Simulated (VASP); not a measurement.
Set up this calculation in VASP 6.6.1, as the native input.

| Quantity | Value |
| --- | --- |
| Task | single point |
| Functional | PBE |
| Potentials or basis | VASP PAW PBE potentials, release 64 (Ni, Fe) |
| Cutoff | 520 eV |
| k mesh | 7 × 7 × 7 |
| Occupations | fermi-dirac, width 0.05 eV |
| Spin | collinear spin, ferromagnetic start |
| Starting moments | [1.0, 1.0, 1.0, 1.0, 3.0, 3.0] μB |
| Dipole correction | no |
| Further INCAR settings | ALGO = Normal; EDIFF = 1e-07; NBANDS = 41 |

The structure of FeNi2 lies in POSCAR:

```
FeNi2
1.0
    0.0000000000      3.2082218933      3.2082218933
    3.2082218933      0.0000000000      3.2082218933
    3.2082218933      3.2082218933      0.0000000000
Ni Fe
4 2
Direct
    0.6250000000      0.6250000000      0.6250000000
    0.1250000000      0.6250000000      0.6250000000
    0.6250000000      0.1250000000      0.6250000000
    0.6250000000      0.6250000000      0.1250000000
    0.0000000000      0.0000000000      0.0000000000
    0.2500000000      0.2500000000      0.2500000000
```

One way to write it, as run:

INCAR

```
ALGO = Normal
EDIFF = 1E-7
ENCUT = 520
GGA = PE
ISIF = 2
ISMEAR = -1
ISPIN = 2
LASPH = True
LCHARG = True
LELF = True
LMAXMIX = 4
LORBIT = 11
LREAL = False
LVHAR = True
LWAVE = False
MAGMOM = 1 1 1 1 3 3
NBANDS = 41
NELM = 150
PREC = Accurate
SIGMA = 0.05
```

KPOINTS

```
k-points
0
Gamma
  7 7 7
```

Potentials or basis: VASP PAW PBE potentials, release 64 (Ni, Fe).

Run with:

```console
$ cat potpaw_PBE.64/Ni/POTCAR potpaw_PBE.64/Fe/POTCAR > POTCAR
$ mpirun -np 1 vasp_std > vasp.out
```

Results of the run:

```json
{
  "Pressure": "12.3 GPa",
  "Net moment": "7.76 μB per cell",
  "Site moments": "Ni +0.53; Fe +2.83 μB",
  "Valence electrons inside the program's atomic spheres": "Ni 9.57; Fe 6.93"
}
```

It took 5 min on 1 thread of Oxide Virtual Turin-like Processor (shared host), peak memory 0.25 GiB.
